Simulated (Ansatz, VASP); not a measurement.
**Two plane-wave programs on Ta**

File INCAR:

```
SYSTEM = Ta
PREC = Accurate
ENCUT = 520
EDIFF = 1E-6
ISMEAR = 1
SIGMA = 0.1
LREAL = .False.
LASPH = .True.
NELM = 60
ALGO = Normal
ISIF = 2
LWAVE = .False.
LCHARG = .False.
NBANDS = 18
```

Contents of KPOINTS:

```
Automatic mesh
0
Gamma
  11 11 6
  0 0 0
```

Contents of POSCAR:

```
Ta
1.0
    2.9385391664      0.0000000000      0.0000000000
   -1.4692695832      2.5448497379      0.0000000000
    0.0000000000      0.0000000000      5.2342590858
Ta
2
Direct
    0.6666666667      0.3333333333      0.7500000000
    0.3333333333      0.6666666667      0.2500000000
```

Input for Ansatz:

```yaml
crystal:
  lattice:
    - [2.938539166376735, 0.0, 0.0]
    - [-1.4692695831883675, 2.5448497378779056, 0.0]
    - [0.0, 0.0, 5.234259085811682]
  atoms:
    - { symbol: Ta, position: [0.6666666666666666, 0.3333333333333333, 0.75] }
    - { symbol: Ta, position: [0.3333333333333333, 0.6666666666666666, 0.25] }
basis:
  ecutwfc: 571.4391111657479
kpoints:
  mp_grid:
    grid: [11, 11, 6]
hamiltonian:
  xc: lda
scf:
  occupations:
    method: cold
    width: 0.1
output:
  stress: true
```

Alike in both runs: task single point; functional LDA; k mesh 11 × 11 × 6; no spin polarisation.

|  | VASP | Ansatz |
| --- | --- | --- |
| version | VASP 6.6.1 | Ansatz 0.2.0 |
| potentials or method | VASP PAW LDA potentials, release 64 (Ta_pv), cutoff 520 eV | plane waves, PAW |
| occupations | methfessel-paxton of order 1, width 0.1 eV | cold, width 0.1 eV |
| valence electrons in the cell | 22 | 26 |

VASP gave:

| Item | Value |
| --- | --- |
| pressure (GPa) | -17.4 |
| traceless stress, the component that is largest in VASP (GPa) | 1.86 |

Estimate Ansatz's values.

pressure (GPa): -17.9; traceless stress, the component that is largest in VASP (GPa): 1.61.

LDA's correlation is that of Perdew and Zunger in VASP and of Perdew and Wang (1992) in Ansatz. VASP's potentials hold 22 valence electrons a cell and Ansatz's 26, so a difference there can come from the potentials and not from the codes.

Spin-orbit coupling is off throughout.
